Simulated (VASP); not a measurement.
# MnO in VASP: notebook, part 2 of 2

VASP 6.6.1. The steps go on from the part before.

### Step 3. Single point, PBE+U, collinear spin, antiferromagnetic start

The input, INCAR:

```
SYSTEM = MnO
PREC = Accurate
ENCUT = 520
EDIFF = 1E-7
ISMEAR = 0
SIGMA = 0.05
LREAL = .False.
LASPH = .True.
NELM = 150
ALGO = Normal
ISIF = 2
LWAVE = .False.
LCHARG = .False.
ISPIN = 2
MAGMOM = 4.7 -4.7 0 0
LORBIT = 11
LMAXMIX = 4
LDAU = .True.
LDAUTYPE = 2
LDAUL = 2 -1
LDAUU = 3.9 0
LDAUJ = 0 0
LDAUPRINT = 1
GGA = PE
NBANDS = 31
```

The input, KPOINTS:

```
regular mesh
0
Gamma
  12 12 6
  0 0 0
```

The input, POSCAR:

```
MnO
1.0
   -0.0113479861      2.2695972285      2.2695972285
    2.2695972285     -0.0113479861      2.2695972285
    4.4577709080      4.4577709080      0.0590226902
Mn O
2 2
Direct
    0.0000000000      0.0000000000      0.0000000000
    0.0000000000      0.0000000000      0.5000000000
    0.5000000006      0.5000000006      0.2499999991
    0.4999999994      0.4999999994      0.7500000009
```

Potentials or basis: VASP PAW PBE potentials, release 64 (Mn_pv, O).

Command:

```bash
> cat potpaw_PBE.64/Mn_pv/POTCAR potpaw_PBE.64/O/POTCAR > POTCAR
> mpirun -np 1 vasp_std > vasp.out
```

OUTCAR:

```text
SYSTEM = MnO
   PREC = Accurate
   ENCUT = 520
   EDIFF = 1E-7
   ISMEAR = 0
   LREAL = .False.
   LASPH = .True.
   NELM = 150
   ISIF = 2
   ISPIN = 2
   LORBIT = 11
   GGA = PE

 ion  position               nearest neighbor table
   1  0.000  0.000  0.000-   3 2.25   4 2.25   3 2.26   3 2.26   4 2.26   4 2.26   2 3.15   2 3.15
                             2 3.17   2 3.17   2 3.17   2 3.17
   2  0.000  0.000  0.500-   3 2.25   4 2.25   3 2.26   4 2.26   4 2.26   3 2.26   1 3.15   1 3.15
                             1 3.17   1 3.17   1 3.17   1 3.17
   3  0.500  0.500  0.250-   1 2.25   2 2.25   1 2.26   1 2.26   2 2.26   2 2.26
   4  0.500  0.500  0.750-   1 2.25   2 2.25   1 2.26   1 2.26   2 2.26   2 2.26

  LATTYP: Found a base centered monoclinic cell.
 ALAT       =     5.5501050080
 B/A-ratio  =     0.5812040768
 C/A-ratio  =     0.9827107723
 COS(beta)  =    -0.3436358982

  Lattice vectors:

 A1 = (  -0.0113479861,   2.2695972285,   2.2695972285)
 A2 = (   2.2695972285,  -0.0113479861,   2.2695972285)
 A3 = (   2.1995216656,   2.1995216656,  -4.4801717668)

Analysis of symmetry for initial positions (statically):
=====================================================================
 Subroutine PRICEL returns following result:

  LATTYP: Found a base centered monoclinic cell.
 ALAT       =     5.4541479788
 B/A-ratio  =     0.5914294350
 C/A-ratio  =     0.5779561162
 COS(beta)  =    -0.5626018640
[... 12 lines left out ...]
 Subroutine GETGRP returns: Found  4 space group operations
 (whereof  4 operations were pure point group operations)
 out of a pool of  4 trial point group operations.

The static configuration has the point symmetry C_2h.

Analysis of symmetry for dynamics (positions and initial velocities):
=====================================================================
 Subroutine PRICEL returns following result:

  LATTYP: Found a base centered monoclinic cell.
 ALAT       =     5.4541479788
 B/A-ratio  =     0.5914294350
 C/A-ratio  =     0.5779561162
 COS(beta)  =    -0.5626018640
[... 12 lines left out ...]
 Subroutine GETGRP returns: Found  4 space group operations
 (whereof  4 operations were pure point group operations)
[... 244 lines left out ...]
  ---------------------------------------------------
  free energy    TOTEN  =       -31.09991565 eV

  energy without entropy =      -31.09991565  energy(sigma->0) =      -31.09991565

 E-fermi :   5.6708     XC(G=0): -11.5761

 val. band max:        5.4393507057   @ k =   0.0000   0.0000   0.5000
 cond. band min:       7.0590131225   @ k =   0.0000   0.0000   0.0000
 fundamental gap:      1.6196624168
 Fermi energy:         5.6708493142

 spin component 1

 k-point     1 :       0.0000    0.0000    0.0000
  band No.  band energies     occupation
      1     -43.4600      1.00000
      2     -43.4170      1.00000
      3     -43.4126      1.00000
      4     -38.5330      1.00000
      5     -38.4900      1.00000
      6     -38.4850      1.00000
[... 1625 lines left out ...]
     30      18.0044      0.00000
     31      20.0506      0.00000

 [... further k-points ...]

------------------------ aborting loop because EDIFF is reached ----------------------------------------

  FORCE on cell =-STRESS in cart. coord.  units (eV):
  Direction    XX          YY          ZZ          XY          YZ          ZX
  --------------------------------------------------------------------------------------
  -------------------------------------------------------------------------------------
  Total       -0.4362085     -0.4362085     -0.4298126      0.2170286     -0.0017270     -0.0017269
  in kB      -15.2427571    -15.2427571    -15.0192599      7.5837922     -0.0603468     -0.0603452
  external PRESSURE =     -15.1682580 kB  Pullay stress =       0.0000000 kB

 VOLUME and BASIS-vectors are now :
 -----------------------------------------------------------------------------
  energy-cutoff  :      520.00
  volume of cell :       45.85
      direct lattice vectors                 reciprocal lattice vectors
    -0.011347986  2.269597228  2.269597228    -0.220675493  0.217739246  0.221764189
     2.269597228 -0.011347986  2.269597228     0.217739246 -0.220675493  0.221764189
     4.457770908  4.457770908  0.059022690     0.112907415  0.112907415 -0.112342878

 POSITION                                       TOTAL-FORCE (eV/Angst)
 -----------------------------------------------------------------------------------
      0.00000      0.00000      0.00000        -0.000000      0.000000      0.000000
      2.22889      2.22889      0.02951        -0.000000      0.000000      0.000000
      2.24357      2.24357      2.28435        -0.000000     -0.000000      0.000000
      4.47245      4.47245      2.31386         0.000000      0.000000     -0.000000
 -----------------------------------------------------------------------------------
    total drift:                                0.000000     -0.000000      0.000000

  FREE ENERGIE OF THE ION-ELECTRON SYSTEM (eV)
  ---------------------------------------------------
  free  energy   TOTEN  =       -31.0999156525 eV

  energy  without entropy=      -31.0999156525  energy(sigma->0) =      -31.09991565

 total charge

# of ion       s       p       d       tot
------------------------------------------
    1        0.198   6.167   4.943  11.308
    2        0.198   6.167   4.943  11.308
    3        1.555   3.430   0.000   4.985
    4        1.555   3.430   0.000   4.985
--------------------------------------------------
tot          3.507  19.196   9.886  32.588

 magnetization (x)

# of ion       s       p       d       tot
------------------------------------------
    1        0.022   0.020   4.538   4.580
    2       -0.022  -0.020  -4.538  -4.580
    3        0.000   0.000   0.000   0.000
    4        0.000   0.000   0.000   0.000
--------------------------------------------------
tot          0.000   0.000   0.000   0.000
```

It took 17 min on 1 thread of Oxide Virtual Turin-like, shared host; peak memory 0.51 GiB.

What came out:

| Property | Result |
| --- | --- |
| Free energy | -31.0999 eV |
| Pressure | -1.5 GPa |
| Band gap on the k mesh | 1.62 eV |
| Net moment | 0.00 μB per cell |
| Site moments | Mn +4.58, -4.58; O +0.00 μB |
| Valence electrons inside the program's atomic spheres | Mn 11.31; O 4.99 |

Eigenvalues of the final occupation matrices:
| site | spin | trace | eigenvalues |
| --- | --- | --- | --- |
| site 1 d | 1 | 4.75 | 0.94 0.94 0.94 0.97 0.97 |
| site 1 d | 2 | 0.21 | 0.02 0.02 0.02 0.07 0.08 |
| site 2 d | 1 | 0.21 | 0.02 0.02 0.02 0.07 0.08 |
| site 2 d | 2 | 4.75 | 0.94 0.94 0.94 0.97 0.97 |
